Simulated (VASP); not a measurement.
# Ta2SiI2O (P4mm) in VASP: notebook

Runs on Ta2SiI2O. Level: PBE. Tasks: single point, relaxation of cell and atoms.

All numbers are computed with VASP 6.6.1; they aren't measurements. Logs are shortened: lines on timing, memory, paths and dates and some standing lists are left out, and cuts for length are marked.

## 1. The cell of the first run

Symmetry: P4mm, No. 99, tetragonal system. The conventional cell has a = 4.102 Å, b = 4.102 Å, c = 8.873 Å, α = 90.00°, β = 90.00°, γ = 90.00°. Within 3.1 Å of Ta (site symmetry 2mm) lie 2 O at 2.11 Å and 2 Si at 2.58 Å and 4 Ta at 2.90 Å and 2 I at 3.05 Å. Si (site symmetry 4mm) has 4 Ta at 2.58 Å within 3.4 Å. I (site symmetry 4mm) has 4 Ta at 3.05 Å and 4 O at 3.39 Å and 1 Si at 3.83 Å and 8 I at 3.85 to 4.10 Å within 4.2 Å. Within 5.0 Å of I (site symmetry 4mm) lie 4 Si at 3.83 Å and 8 I at 3.85 to 4.10 Å and 2 O at 4.30 to 4.58 Å and 4 Ta at 4.56 Å. Within 2.8 Å of O (site symmetry 4mm) lie 4 Ta at 2.11 Å.

The cell was generated, and may not be a known phase.

## 2. Single point, PBE

Input file INCAR:

```
SYSTEM = Ta2SiI2O
PREC = Accurate
ENCUT = 520
EDIFF = 1E-7
ISMEAR = 0
SIGMA = 0.1
LREAL = .False.
LASPH = .True.
NELM = 80
ALGO = Normal
ISIF = 2
LWAVE = .False.
LCHARG = .False.
GGA = PE
NBANDS = 32
```

Input file KPOINTS:

```
regular mesh
0
Gamma
  8 8 4
  0 0 0
```

Input file POSCAR:

```
Ta2SiI2O
1.0
    4.1018874884      0.0000000000      0.0000000000
    0.0000000000      4.1018874884      0.0000000000
    0.0000000000      0.0000000000      8.8730944039
Ta Si I O
2 1 2 1
Direct
    0.5000000000      0.0000000000      0.9458871583
    0.0000000000      0.5000000000      0.9458871583
    0.5000000000      0.5000000000      0.1225986757
    0.5000000000      0.5000000000      0.6910499451
    0.0000000000      0.0000000000      0.4052285066
    0.0000000000      0.0000000000      0.8893495060
```

Potentials or basis: VASP PAW PBE potentials, release 64 (Ta_pv, Si, I, O).

Started as:

```
$ cat potpaw_PBE.64/Ta_pv/POTCAR potpaw_PBE.64/Si/POTCAR potpaw_PBE.64/I/POTCAR potpaw_PBE.64/O/POTCAR > POTCAR
$ mpirun -np 1 vasp_std > vasp.out
```

OUTCAR:

```text
SYSTEM = Ta2SiI2O
   PREC = Accurate
   ENCUT = 520
   EDIFF = 1E-7
   ISMEAR = 0
   LREAL = .False.
   LASPH = .True.
   NELM = 80
   ISIF = 2
   GGA = PE

 ion  position               nearest neighbor table
   1  0.500  0.000  0.946-   6 2.11   6 2.11   3 2.58   3 2.58   2 2.90   2 2.90   2 2.90   2 2.90
                             4 3.05   4 3.05
   2  0.000  0.500  0.946-   6 2.11   6 2.11   3 2.58   3 2.58   1 2.90   1 2.90   1 2.90   1 2.90
                             4 3.05   4 3.05
   3  0.500  0.500  0.123-   1 2.58   2 2.58   1 2.58   2 2.58
   4  0.500  0.500  0.691-   1 3.05   2 3.05   1 3.05   2 3.05
   5  0.000  0.000  0.405-
   6  0.000  0.000  0.889-   1 2.11   2 2.11   2 2.11   1 2.11

  LATTYP: Found a simple tetragonal cell.
 ALAT       =     4.1018874884
 C/A-ratio  =     2.1631735217

  Lattice vectors:

 A1 = (   4.1018874884,   0.0000000000,   0.0000000000)
 A2 = (   0.0000000000,   4.1018874884,   0.0000000000)
 A3 = (   0.0000000000,   0.0000000000,   8.8730944039)

Analysis of symmetry for initial positions (statically):
=====================================================================
 Subroutine PRICEL returns:
 Original cell was already a primitive cell.

 Routine SETGRP: Setting up the symmetry group for a
 simple tetragonal supercell.

 Subroutine GETGRP returns: Found  8 space group operations
 (whereof  8 operations were pure point group operations)
 out of a pool of 16 trial point group operations.

The static configuration has the point symmetry C_4v.

Analysis of symmetry for dynamics (positions and initial velocities):
=====================================================================
 Subroutine PRICEL returns:
 Original cell was already a primitive cell.

 Routine SETGRP: Setting up the symmetry group for a
 simple tetragonal supercell.

 Subroutine GETGRP returns: Found  8 space group operations
 (whereof  8 operations were pure point group operations)
 out of a pool of 16 trial point group operations.

The dynamic configuration has the point symmetry C_4v.

 Subroutine INISYM returns: Found  8 space group operations
 (whereof  8 operations are pure point group operations),
 and found     1 'primitive' translations

----------------------------------------------------------------------------------------

                                     Primitive cell

  volume of cell :     149.2941

  direct lattice vectors                    reciprocal lattice vectors
     4.101887488  0.000000000  0.000000000     0.243790207  0.000000000  0.000000000
     0.000000000  4.101887488  0.000000000     0.000000000  0.243790207  0.000000000
     0.000000000  0.000000000  8.873094404     0.000000000  0.000000000  0.112700255

  length of vectors
     4.101887488  4.101887488  8.873094404     0.243790207  0.243790207  0.112700255

  position of ions in fractional coordinates (direct lattice)
     0.500000000  0.000000000  0.945887158
     0.000000000  0.500000000  0.945887158
     0.500000000  0.500000000  0.122598676
     0.500000000  0.500000000  0.691049945
     0.000000000  0.000000000  0.405228507
     0.000000000  0.000000000  0.889349506

  ion indices of the primitive-cell ions
   primitive index   ion index
                 1           1
                 2           2
                 3           3
                 4           4
                 5           5
                 6           6

----------------------------------------------------------------------------------------

 KPOINTS: regular mesh

Automatic generation of k-mesh.
 Grid dimensions read from file:
 generate k-points for:    8    8    4

 Generating k-lattice:

  Cartesian coordinates                     Fractional coordinates (reciprocal lattice)
     0.030473776  0.000000000  0.000000000     0.125000000  0.000000000  0.000000000
     0.000000000  0.030473776  0.000000000     0.000000000  0.125000000  0.000000000
     0.000000000  0.000000000  0.028175064     0.000000000  0.000000000  0.250000000

  Length of vectors
     0.030473776  0.030473776  0.028175064

  Shift w.r.t. Gamma in fractional coordinates (k-lattice)
     0.000000000  0.000000000  0.000000000

 Subroutine IBZKPT returns following result:
 ===========================================

 Found     45 irreducible k-points:

 Following reciprocal coordinates:
            Coordinates               Weight
  0.000000  0.000000  0.000000      1.000000
  0.125000  0.000000  0.000000      4.000000
  0.250000  0.000000  0.000000      4.000000
  0.375000  0.000000  0.000000      4.000000
  0.500000  0.000000  0.000000      2.000000
  0.125000  0.125000  0.000000      4.000000
[... 16 lines left out ...]
  0.375000  0.125000  0.250000     16.000000
  0.500000  0.125000  0.250000      8.000000
 [... further k-points ...]
   k-points           NKPTS =     45   k-points in BZ     NKDIM =     45   number of bands    NBANDS=     32
   number of dos      NEDOS =    301   number of ions     NIONS =      6
   total plane-waves  NPLWV =  71680
   dimension x,y,z NGX =    32 NGY =   32 NGZ =   70
   dimension x,y,z NGXF=    64 NGYF=   64 NGZF=  140
   ions per type =               2   1   2   1
   NGX,Y,Z   is equivalent  to a cutoff of  12.97, 12.97, 13.12 a.u.
   NGXF,Y,Z  is equivalent  to a cutoff of  25.94, 25.94, 26.23 a.u.
 SYSTEM =  Ta2SiI2O
   PREC   = accura    normal or accurate (medium, high low for compatibility)
   ISTART =      0    job   : 0-new  1-cont  2-samecut
   ICHARG =      2    charge: 1-file 2-atom 10-const
   ISPIN  =      1    spin polarized calculation?
   LNONCOLLINEAR =      F non collinear calculations
   LSORBIT =      F    spin-orbit coupling
   LASPH  =      T    aspherical Exc in radial PAW
   ENCUT  =  520.0 eV  38.22 Ry    6.18 a.u.   7.63  7.63 16.50*2*pi/ulx,y,z
   NELM   =     80;   NELMIN=  2; NELMDL= -5     # of ELM steps
   EDIFF  = 0.1E-06   stopping-criterion for ELM
   LREAL  =      F    real-space projection
   EDIFFG = 0.1E-05   stopping-criterion for IOM
   NSW    =      0    number of steps for IOM
   IBRION =     -1    ionic relax: 0-MD 1-quasi-New 2-CG
   NFREE  =      0    steps in history (QN), initial steepest desc. (CG)
   ISIF   =      2    stress and relaxation
   ISYM   =      2    0-nonsym 1-usesym 2-fastsym
   POTIM  = 0.5000    time-step for ionic-motion
   TEBEG  =    0.0;   TEEND  =   0.0 temperature during run
   PSTRESS=    0.0 pullay stress
   NELECT =      46.0000    total number of electrons
   NUPDOWN=      -1.0000    fix difference up-down
   EMIN   =  10.00;   EMAX   =-10.00  energy-range for DOS
   EFERMI =   0.00;   METHOD = LEGACY
   ISMEAR =     0;   SIGMA  =   0.10  broadening in eV -4-tet -1-fermi 0-gaus
   EFERMI_NEDOS =   21; number of points for ismear=-14 and -15
   IALGO  =     38    algorithm
   IMIX   =      4    mixing-type and parameters
     AMIX     =   0.40;   BMIX     =  1.00
     AMIX_MAG =   1.60;   BMIX_MAG =  1.00
  volume/ion in A,a.u.               =      24.88       167.91
  Fermi-wavevector in a.u.,A,eV,Ry     =   1.105724  2.089515 16.634819  1.222625
  Thomas-Fermi vector in A             =   2.242215
   LORBIT       =      0    0 simple, 1 ext, 2 COOP (PROOUT), +10 PAW based schemes
   GGA     = PE    functional components
   LHFCALC =     F    Hartree Fock is set to
   AEXX    =    0.0000 exact exchange contribution
   IVDW    =     0    specifies the selected vdW correction
   LEPSILON=     F    determine dielectric tensor
   LRPA    =     F    only Hartree local field effects (RPA)
 non-spin polarized calculation
 Gauss-broadening in eV      SIGMA  =   0.10
  energy-cutoff  :      520.00
  volume of cell :      149.29
 maximum number of plane-waves:      4039
 NGX is ok and might be reduce to    32
   NGX = 15   NGY = 15   NGZ = 33

 number of electron      46.0000007 magnetization

 Free energy of the ion-electron system (eV)
  ---------------------------------------------------
  ext. energy  EPLUGINS =         0.00000000
  ---------------------------------------------------
  free energy    TOTEN  =       -39.75325394 eV

  energy without entropy =      -39.74060337  energy(sigma->0) =      -39.74692865

 E-fermi :   4.4727     XC(G=0):  -9.5779

 val. band max:        4.4699935033   @ k =   0.3750   0.0000   0.2500
 cond. band min:       4.4888951596   @ k =   0.2500   0.0000   0.0000
 fundamental gap:      0.0189016564
 Fermi energy:         4.4727027329

 k-point     1 :       0.0000    0.0000    0.0000
  band No.  band energies     occupation
      1     -31.2270      2.00000
      2     -31.2270      2.00000
      3     -31.0234      2.00000
      4     -30.8484      2.00000
      5     -30.4803      2.00000
      6     -30.4803      2.00000
[... 24 lines left out ...]
     31       8.3011      0.00000
     32       9.0648      0.00000

 k-point     2 :       0.1250    0.0000    0.0000
  band No.  band energies     occupation
      1     -31.2174      2.00000
      2     -31.2072      2.00000
      3     -31.0159      2.00000
      4     -30.8546      2.00000
      5     -30.5083      2.00000
      6     -30.5023      2.00000
[... 24 lines left out ...]
     31       8.6556      0.00000
     32       9.4096      0.00000

 k-point     3 :       0.2500    0.0000    0.0000
  band No.  band energies     occupation
      1     -31.1903      2.00000
      2     -31.1532      2.00000
      3     -30.9951      2.00000
      4     -30.8723      2.00000
      5     -30.5795      2.00000
      6     -30.5613      2.00000
[... 24 lines left out ...]
     31       8.8377      0.00000
     32       9.4371      0.00000

 k-point     4 :       0.3750    0.0000    0.0000
  band No.  band energies     occupation
      1     -31.1549      2.00000
      2     -31.0855      2.00000
      3     -30.9648      2.00000
      4     -30.8990      2.00000
      5     -30.6590      2.00000
      6     -30.6340      2.00000
[... 654 lines left out ...]
     31       8.6381      0.00000
     32       9.4170      0.00000

 k-point    23 :       0.3750    0.1250    0.2500
  band No.  band energies     occupation
      1     -31.2951      2.00000
      2     -30.9660      2.00000
      3     -30.9400      2.00000
      4     -30.8995      2.00000
      5     -30.7968      2.00000
      6     -30.5059      2.00000
[... 24 lines left out ...]
     31       8.5655      0.00000
     32       9.1765      0.00000

 k-point    24 :       0.5000    0.1250    0.2500
  band No.  band energies     occupation
      1     -31.2909      2.00000
      2     -30.9368      2.00000
      3     -30.9320      2.00000
      4     -30.8931      2.00000
      5     -30.8370      2.00000
      6     -30.5301      2.00000
[... 24 lines left out ...]
     31       8.4958      0.00000
     32       9.0432      0.00000

 [... further k-points ...]

------------------------ aborting loop because EDIFF is reached ----------------------------------------

  FORCE on cell =-STRESS in cart. coord.  units (eV):
  Direction    XX          YY          ZZ          XY          YZ          ZX
  --------------------------------------------------------------------------------------
  -------------------------------------------------------------------------------------
  Total        0.1339581      0.1339581      0.0408395      0.0000000      0.0000000      0.0000000
  in kB        1.4375960      1.4375960      0.4382773      0.0000000      0.0000000      0.0000000
  external PRESSURE =       1.1044897 kB  Pullay stress =       0.0000000 kB

 VOLUME and BASIS-vectors are now :
 -----------------------------------------------------------------------------
  energy-cutoff  :      520.00
  volume of cell :      149.29
      direct lattice vectors                 reciprocal lattice vectors
     4.101887488  0.000000000  0.000000000     0.243790207  0.000000000  0.000000000
     0.000000000  4.101887488  0.000000000     0.000000000  0.243790207  0.000000000
     0.000000000  0.000000000  8.873094404     0.000000000  0.000000000  0.112700255

 POSITION                                       TOTAL-FORCE (eV/Angst)
 -----------------------------------------------------------------------------------
      2.05094      0.00000      8.39295         0.000000      0.000000      0.005787
      0.00000      2.05094      8.39295         0.000000      0.000000      0.005787
      2.05094      2.05094      1.08783         0.000000      0.000000      0.014308
      2.05094      2.05094      6.13175         0.000000     -0.000000     -0.014568
      0.00000      0.00000      3.59563         0.000000      0.000000      0.001843
      0.00000      0.00000      7.89128         0.000000     -0.000000     -0.013158
 -----------------------------------------------------------------------------------
    total drift:                                0.000000     -0.000000     -0.000648

  FREE ENERGIE OF THE ION-ELECTRON SYSTEM (eV)
  ---------------------------------------------------
  free  energy   TOTEN  =       -39.7532539373 eV

  energy  without entropy=      -39.7406033705  energy(sigma->0) =      -39.74692865
```

Wall time 7.4 min (1 thread of Intel Xeon 8259CL, shared host); peak memory 0.4 GiB.

Results:

```
Free energy            : -39.7533 eV
Pressure               : 0.1 GPa
Largest force          : 0.015 eV/Å
Band gap on the k mesh : zero (bands 23 and 24 overlap by 0.47 eV)
```

Forces on the atoms (eV/Å):
```
Ta   0.000  0.000  0.006
Ta   0.000  0.000  0.006
Si   0.000  0.000  0.014
I    0.000  0.000 -0.015
I    0.000  0.000  0.002
O    0.000  0.000 -0.013
```

Caveat: spin-orbit coupling is left out, which moves the levels of the heavy elements.

[end of part 1 of 3]

The gap in the log of VASP goes by the Fermi energy; the results here count the filled bands.